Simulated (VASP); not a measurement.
Set up this calculation in VASP 6.6.1, as the native input.

```yaml
Task: single point
Functional: PBE
Potentials_or_basis: VASP PAW PBE potentials, release 64 (Ta_pv, Si)
Cutoff: 520 eV
k_mesh: 9 × 9 × 6
Occupations: gaussian, width 0.15 eV
Spin: no spin polarisation
Dipole_correction: no
Further_INCAR_settings: ALGO = Normal; EDIFF = 1e-07; NBANDS = 38
```

The structure of TaSi2 lies in POSCAR:

```
TaSi2
1.0
    4.8060235202      0.0000000000      0.0000000000
   -2.4030117601      4.1621384597      0.0000000000
    0.0000000000      0.0000000000      6.5995345254
Ta Si
3 6
Direct
    0.3202255989      0.0000000000     -0.0654591621
    0.5000000000      0.5000000000      0.6666666667
    0.0000000000      0.5000000000      0.3333333333
    0.1589152396      0.3178304793      0.0000000000
    0.8410847604      0.1589152396      0.6666666667
    0.6821695207      0.8410847604      0.3333333333
    0.8410847604      0.6821695207      0.0000000000
    0.1589152396      0.8410847604      0.6666666667
    0.3178304793      0.1589152396      0.3333333333
```

This cell differs from its parent crystal: atom 1 (Ta) moved by -0.864 Å along [1 0 0] and -0.432 Å along [0 0 1].

These files were run (other wordings do the same):

INCAR

```
  PREC = Accurate
  ENCUT = 520
  EDIFF = 1E-7
  ISMEAR = 0
  SIGMA = 0.15
  LREAL = F
  LASPH = T
  NELM = 60
  ALGO = Normal
  ISIF = 2
  LWAVE = F
  LCHARG = T
  GGA = PE
  LELF = T
  LVHAR = T
  NBANDS = 38
```

KPOINTS

```
Automatic mesh
0
Gamma
  9 9 6
```

Potentials or basis: VASP PAW PBE potentials, release 64 (Ta_pv, Si).

Run with:

```bash
$ cat potpaw_PBE.64/Ta_pv/POTCAR potpaw_PBE.64/Si/POTCAR > POTCAR
$ mpirun -np 1 vasp_std > vasp.out
```

Results of the run:

```yaml
Pressure: 29.8 GPa
Largest_force: 25.071 eV/Å
Band_gap_on_the_k_mesh: zero (an odd number of electrons rules out a gap without spin polarisation)
```

Caveat: the cell differs from its parent crystal (atom 1 (Ta) moved by -0.864 Å along [1 0 0] and -0.432 Å along [0 0 1]); the stress differs along the axes, from 23 to 38 GPa; spin-orbit coupling is left out, which moves the levels of the heavy elements; an odd number of electrons without spin polarisation forces a metal; a magnetic or distorted state may lie lower.

Wall time 20 min on 1 thread of Intel(R) Xeon(R) Platinum 8375C CPU @ 2.90GHz (Ice Lake), on a shared host, peak memory 0.92 GiB.
